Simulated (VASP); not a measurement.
# MgO3 (ReO3 type) (Pm-3m) in VASP: single point with PBE

Aim: the single point of MgO3 (ReO3 type) with PBE.

All numbers are computed with VASP 6.6.1; they aren't measurements. Logs are shortened: lines on timing, memory, paths and dates and some standing lists are left out, and cuts for length are marked.

**1. The cell of the first run**

It takes space group Pm-3m (No. 221, cubic). The conventional cell has a = 4.013 Å, b = 4.013 Å, c = 4.013 Å, α = 90.00°, β = 90.00°, γ = 90.00°. Within 2.7 Å of Mg (site symmetry m-3m) lie 6 O at 2.01 Å. Within 2.7 Å of O (site symmetry 4/mmm) lie 2 Mg at 2.01 Å.

**2. Single point, PBE**

The input, INCAR:

```
PREC = Accurate
ENCUT = 520
EDIFF = 1E-6
ISMEAR = -1
SIGMA = 0.06122561905347299
LREAL = F
LASPH = T
NELM = 60
ALGO = Normal
ISIF = 2
LWAVE = F
LCHARG = F
GGA = PE
NBANDS = 18
```

The input, KPOINTS:

```
Automatic mesh
0
Gamma
  27 27 27
```

The input, POSCAR:

```
MgO3
1.0
    4.0129829312      0.0000000000      0.0000000000
    0.0000000000      4.0129829312      0.0000000000
    0.0000000000      0.0000000000      4.0129829312
Mg O
1 3
Direct
    0.0000000000      0.0000000000      0.0000000000
    0.5000000000      0.0000000000      0.0000000000
    0.0000000000      0.5000000000      0.0000000000
    0.0000000000      0.0000000000      0.5000000000
```

Potentials or basis: VASP PAW PBE potentials, release 64 (Mg, O).

The run is started by

```bash
> cat potpaw_PBE.64/Mg/POTCAR potpaw_PBE.64/O/POTCAR > POTCAR
> mpirun -np 1 vasp_std > vasp.out
```

OUTCAR:

```text
PREC = Accurate
   ENCUT = 520
   EDIFF = 1E-6
   ISMEAR = -1
   LREAL = F
   LASPH = T
   NELM = 60
   ISIF = 2
   GGA = PE

 ion  position               nearest neighbor table
   1  0.000  0.000  0.000-   2 2.01   3 2.01   4 2.01   4 2.01   3 2.01   2 2.01
   2  0.500  0.000  0.000-   1 2.01   1 2.01
   3  0.000  0.500  0.000-   1 2.01   1 2.01
   4  0.000  0.000  0.500-   1 2.01   1 2.01

  LATTYP: Found a simple cubic cell.
 ALAT       =     4.0129829312

  Lattice vectors:

 A1 = (   4.0129829312,   0.0000000000,   0.0000000000)
 A2 = (   0.0000000000,   4.0129829312,   0.0000000000)
 A3 = (   0.0000000000,   0.0000000000,   4.0129829312)

Analysis of symmetry for initial positions (statically):
=====================================================================
 Subroutine PRICEL returns:
 Original cell was already a primitive cell.

 Routine SETGRP: Setting up the symmetry group for a
 simple cubic supercell.

 Subroutine GETGRP returns: Found 48 space group operations
 (whereof 48 operations were pure point group operations)
 out of a pool of 48 trial point group operations.

The static configuration has the point symmetry O_h .

Analysis of symmetry for dynamics (positions and initial velocities):
=====================================================================
 Subroutine PRICEL returns:
 Original cell was already a primitive cell.

 Routine SETGRP: Setting up the symmetry group for a
 simple cubic supercell.

 Subroutine GETGRP returns: Found 48 space group operations
 (whereof 48 operations were pure point group operations)
 out of a pool of 48 trial point group operations.

The dynamic configuration has the point symmetry O_h .

 Subroutine INISYM returns: Found 48 space group operations
 (whereof 48 operations are pure point group operations),
 and found     1 'primitive' translations

----------------------------------------------------------------------------------------

                                     Primitive cell

  volume of cell :      64.6252

  direct lattice vectors                    reciprocal lattice vectors
     4.012982931  0.000000000  0.000000000     0.249191192  0.000000000  0.000000000
     0.000000000  4.012982931  0.000000000     0.000000000  0.249191192  0.000000000
     0.000000000  0.000000000  4.012982931     0.000000000  0.000000000  0.249191192

  length of vectors
     4.012982931  4.012982931  4.012982931     0.249191192  0.249191192  0.249191192

  position of ions in fractional coordinates (direct lattice)
     0.000000000  0.000000000  0.000000000
     0.500000000  0.000000000  0.000000000
     0.000000000  0.500000000  0.000000000
     0.000000000  0.000000000  0.500000000

  ion indices of the primitive-cell ions
   primitive index   ion index
                 1           1
                 2           2
                 3           3
                 4           4

----------------------------------------------------------------------------------------

 KPOINTS: Automatic mesh

Automatic generation of k-mesh.
 Grid dimensions read from file:
 generate k-points for:   27   27   27

 Generating k-lattice:

  Cartesian coordinates                     Fractional coordinates (reciprocal lattice)
     0.009229303  0.000000000  0.000000000     0.037037037  0.000000000  0.000000000
     0.000000000  0.009229303  0.000000000     0.000000000  0.037037037  0.000000000
     0.000000000  0.000000000  0.009229303     0.000000000  0.000000000  0.037037037

  Length of vectors
     0.009229303  0.009229303  0.009229303

  Shift w.r.t. Gamma in fractional coordinates (k-lattice)
     0.000000000  0.000000000  0.000000000

 Subroutine IBZKPT returns following result:
 ===========================================

 Found    560 irreducible k-points:

 Following reciprocal coordinates:
            Coordinates               Weight
  0.000000  0.000000  0.000000      1.000000
  0.037037  0.000000  0.000000      6.000000
  0.074074  0.000000  0.000000      6.000000
  0.111111  0.000000  0.000000      6.000000
  0.148148  0.000000  0.000000      6.000000
  0.185185  0.000000  0.000000      6.000000
[... 16 lines left out ...]
  0.333333  0.037037  0.000000     24.000000
  0.370370  0.037037  0.000000     24.000000
 [... further k-points ...]
   k-points           NKPTS =    560   k-points in BZ     NKDIM =    560   number of bands    NBANDS=     18
   number of dos      NEDOS =    301   number of ions     NIONS =      4
   total plane-waves  NPLWV =  27000
   dimension x,y,z NGX =    30 NGY =   30 NGZ =   30
   dimension x,y,z NGXF=    60 NGYF=   60 NGZF=   60
   ions per type =               1   3
   NGX,Y,Z   is equivalent  to a cutoff of  12.43, 12.43, 12.43 a.u.
   NGXF,Y,Z  is equivalent  to a cutoff of  24.86, 24.86, 24.86 a.u.
 SYSTEM =  unknown system
   PREC   = accura    normal or accurate (medium, high low for compatibility)
   ISTART =      0    job   : 0-new  1-cont  2-samecut
   ICHARG =      2    charge: 1-file 2-atom 10-const
   ISPIN  =      1    spin polarized calculation?
   LNONCOLLINEAR =      F non collinear calculations
   LSORBIT =      F    spin-orbit coupling
   LASPH  =      T    aspherical Exc in radial PAW
   ENCUT  =  520.0 eV  38.22 Ry    6.18 a.u.   7.46  7.46  7.46*2*pi/ulx,y,z
   NELM   =     60;   NELMIN=  2; NELMDL= -5     # of ELM steps
   EDIFF  = 0.1E-05   stopping-criterion for ELM
   LREAL  =      F    real-space projection
   EDIFFG = 0.1E-04   stopping-criterion for IOM
   NSW    =      0    number of steps for IOM
   IBRION =     -1    ionic relax: 0-MD 1-quasi-New 2-CG
   NFREE  =      0    steps in history (QN), initial steepest desc. (CG)
   ISIF   =      2    stress and relaxation
   ISYM   =      2    0-nonsym 1-usesym 2-fastsym
   POTIM  = 0.5000    time-step for ionic-motion
   TEBEG  =    0.0;   TEEND  =   0.0 temperature during run
   PSTRESS=    0.0 pullay stress
   NELECT =      20.0000    total number of electrons
   NUPDOWN=      -1.0000    fix difference up-down
   EMIN   =  10.00;   EMAX   =-10.00  energy-range for DOS
   EFERMI =   0.00;   METHOD = LEGACY
   ISMEAR =    -1;   SIGMA  =   0.06  broadening in eV -4-tet -1-fermi 0-gaus
   EFERMI_NEDOS =   21; number of points for ismear=-14 and -15
   IALGO  =     38    algorithm
   IMIX   =      4    mixing-type and parameters
     AMIX     =   0.40;   BMIX     =  1.00
     AMIX_MAG =   1.60;   BMIX_MAG =  1.00
  volume/ion in A,a.u.               =      16.16       109.03
  Fermi-wavevector in a.u.,A,eV,Ry     =   1.107348  2.092585 16.683735  1.226220
  Thomas-Fermi vector in A             =   2.243861
   LORBIT       =      0    0 simple, 1 ext, 2 COOP (PROOUT), +10 PAW based schemes
   GGA     = PE    functional components
   LHFCALC =     F    Hartree Fock is set to
   AEXX    =    0.0000 exact exchange contribution
   IVDW    =     0    specifies the selected vdW correction
   LEPSILON=     F    determine dielectric tensor
   LRPA    =     F    only Hartree local field effects (RPA)
 non-spin polarized calculation
  energy-cutoff  :      520.00
  volume of cell :       64.63
 maximum number of plane-waves:      1771
 NGX is ok and might be reduce to    30
   NGX = 15   NGY = 15   NGZ = 15

 number of electron      19.9999983 magnetization

 Free energy of the ion-electron system (eV)
  ---------------------------------------------------
  ext. energy  EPLUGINS =         0.00000000
  ---------------------------------------------------
  free energy    TOTEN  =       -15.61249938 eV

  energy without entropy =      -15.49865442  energy(sigma->0) =      -15.55557690

 E-fermi :  -3.0775     XC(G=0):  -7.9620

 val. band max:       -3.0775770395   @ k =   0.2593   0.1852   0.0370
 cond. band min:      -3.0774022223   @ k =   0.4444   0.1481   0.0370
 fundamental gap:      0.0001748172
 Fermi energy:        -3.0775104499

 k-point     1 :       0.0000    0.0000    0.0000
  band No.  band energies     occupation
      1     -19.5632      2.00000
      2     -18.3946      2.00000
      3     -18.3946      2.00000
      4      -5.3773      2.00000
      5      -5.3773      2.00000
      6      -5.3773      2.00000
[... 10 lines left out ...]
     17      13.0612      0.00000
     18      13.0612      0.00000

 k-point     2 :       0.0370    0.0000    0.0000
  band No.  band energies     occupation
      1     -19.5598      2.00000
      2     -18.3978      2.00000
      3     -18.3944      2.00000
      4      -5.3738      2.00000
      5      -5.3732      2.00000
      6      -5.3732      2.00000
[... 10 lines left out ...]
     17      13.0533      0.00000
     18      13.0674      0.00000

 k-point     3 :       0.0741    0.0000    0.0000
  band No.  band energies     occupation
      1     -19.5496      2.00000
      2     -18.4073      2.00000
      3     -18.3939      2.00000
      4      -5.3634      2.00000
      5      -5.3612      2.00000
      6      -5.3612      2.00000
[... 10 lines left out ...]
     17      13.0314      0.00000
     18      13.0471      0.00000

 k-point     4 :       0.1111    0.0000    0.0000
  band No.  band energies     occupation
      1     -19.5326      2.00000
      2     -18.4230      2.00000
      3     -18.3930      2.00000
      4      -5.3459      2.00000
      5      -5.3414      2.00000
      6      -5.3414      2.00000
[... 10 lines left out ...]
     17      12.9993      0.00000
     18      12.9995      0.00000

 k-point     5 :       0.1481    0.0000    0.0000
  band No.  band energies     occupation
      1     -19.5092      2.00000
      2     -18.4446      2.00000
      3     -18.3918      2.00000
      4      -5.3208      2.00000
      5      -5.3145      2.00000
      6      -5.3145      2.00000
[... 10 lines left out ...]
     17      12.9613      0.00000
     18      12.9614      0.00000

 k-point     6 :       0.1852    0.0000    0.0000
  band No.  band energies     occupation
      1     -19.4799      2.00000
      2     -18.4717      2.00000
      3     -18.3906      2.00000
      4      -5.2879      2.00000
      5      -5.2811      2.00000
      6      -5.2811      2.00000
[... 10 lines left out ...]
     17      12.9206      0.00000
     18      12.9207      0.00000

 k-point     7 :       0.2222    0.0000    0.0000
  band No.  band energies     occupation
      1     -19.4455      2.00000
      2     -18.5037      2.00000
      3     -18.3890      2.00000
      4      -5.2467      2.00000
      5      -5.2424      2.00000
      6      -5.2424      2.00000
[... 10 lines left out ...]
     17      12.8798      0.00000
     18      12.8801      0.00000

 k-point     8 :       0.2593    0.0000    0.0000
  band No.  band energies     occupation
      1     -19.4069      2.00000
      2     -18.5399      2.00000
      3     -18.3875      2.00000
      4      -5.1996      2.00000
      5      -5.1996      2.00000
      6      -5.1972      2.00000
[... 10 lines left out ...]
     17      12.8406      0.00000
     18      12.8571      0.00000
[... 229 lines left out ...]
     17      12.9118      0.00000
     18      12.9678      0.00000

 k-point    20 :       0.2222    0.0370    0.0000
  band No.  band energies     occupation
      1     -19.4422      2.00000
      2     -18.5040      2.00000
      3     -18.3914      2.00000
      4      -5.3086      2.00000
      5      -5.2383      2.00000
      6      -5.1751      2.00000
[... 10 lines left out ...]
     17      12.8740      0.00000
     18      12.9687      0.00000

 k-point    21 :       0.2593    0.0370    0.0000
  band No.  band energies     occupation
      1     -19.4037      2.00000
      2     -18.5400      2.00000
      3     -18.3898      2.00000
      4      -5.2720      2.00000
      5      -5.1955      2.00000
      6      -5.1203      2.00000
[... 10 lines left out ...]
     17      12.8375      0.00000
     18      13.0177      0.00000

 k-point    22 :       0.2963    0.0370    0.0000
  band No.  band energies     occupation
      1     -19.3620      2.00000
      2     -18.5791      2.00000
      3     -18.3883      2.00000
      4      -5.2297      2.00000
      5      -5.1505      2.00000
      6      -5.0607      2.00000
[... 10 lines left out ...]
     17      12.8036      0.00000
     18      13.1332      0.00000

 k-point    23 :       0.3333    0.0370    0.0000
  band No.  band energies     occupation
      1     -19.3189      2.00000
      2     -18.6199      2.00000
      3     -18.3869      2.00000
      4      -5.1839      2.00000
      5      -5.1056      2.00000
      6      -4.9974      2.00000
[... 10 lines left out ...]
     17      12.7736      0.00000
     18      13.2837      0.00000

 k-point    24 :       0.3704    0.0370    0.0000
  band No.  band energies     occupation
      1     -19.2765      2.00000
      2     -18.6603      2.00000
      3     -18.3856      2.00000
      4      -5.1381      2.00000
      5      -5.0635      2.00000
      6      -4.9318      2.00000
[... 10 lines left out ...]
     17      12.7483      0.00000
     18      13.4396      0.00000

 [... further k-points ...]

------------------------ aborting loop because EDIFF is reached ----------------------------------------

  FORCE on cell =-STRESS in cart. coord.  units (eV):
  Direction    XX          YY          ZZ          XY          YZ          ZX
  --------------------------------------------------------------------------------------
  -------------------------------------------------------------------------------------
  Total       -0.9690021     -0.9690021     -0.9690021     -0.0000000     -0.0000000     -0.0000000
  in kB      -24.0233384    -24.0233384    -24.0233384     -0.0000000     -0.0000000     -0.0000000
  external PRESSURE =     -24.0233384 kB  Pullay stress =       0.0000000 kB

 VOLUME and BASIS-vectors are now :
 -----------------------------------------------------------------------------
  energy-cutoff  :      520.00
  volume of cell :       64.63
      direct lattice vectors                 reciprocal lattice vectors
     4.012982931  0.000000000  0.000000000     0.249191192  0.000000000  0.000000000
     0.000000000  4.012982931  0.000000000     0.000000000  0.249191192  0.000000000
     0.000000000  0.000000000  4.012982931     0.000000000  0.000000000  0.249191192

 POSITION                                       TOTAL-FORCE (eV/Angst)
 -----------------------------------------------------------------------------------
      0.00000      0.00000      0.00000         0.000000      0.000000      0.000000
      2.00649      0.00000      0.00000         0.000000      0.000000      0.000000
      0.00000      2.00649      0.00000         0.000000      0.000000      0.000000
      0.00000      0.00000      2.00649         0.000000      0.000000      0.000000
 -----------------------------------------------------------------------------------
    total drift:                                0.000000      0.000000      0.000000

  FREE ENERGIE OF THE ION-ELECTRON SYSTEM (eV)
  ---------------------------------------------------
  free  energy   TOTEN  =       -15.6124993765 eV

  energy  without entropy=      -15.4986544197  energy(sigma->0) =      -15.55557690
```

Run time: 12 min. Hardware: 1 thread of Intel Xeon 8259CL, shared host; peak memory 0.62 GiB.

What came out:

| Quantity | Value |
| --- | --- |
| Free energy | -15.6125 eV |
| Pressure | -2.4 GPa |
| Band gap on the k mesh | zero (bands 10 and 11 overlap by 1.07 eV) |
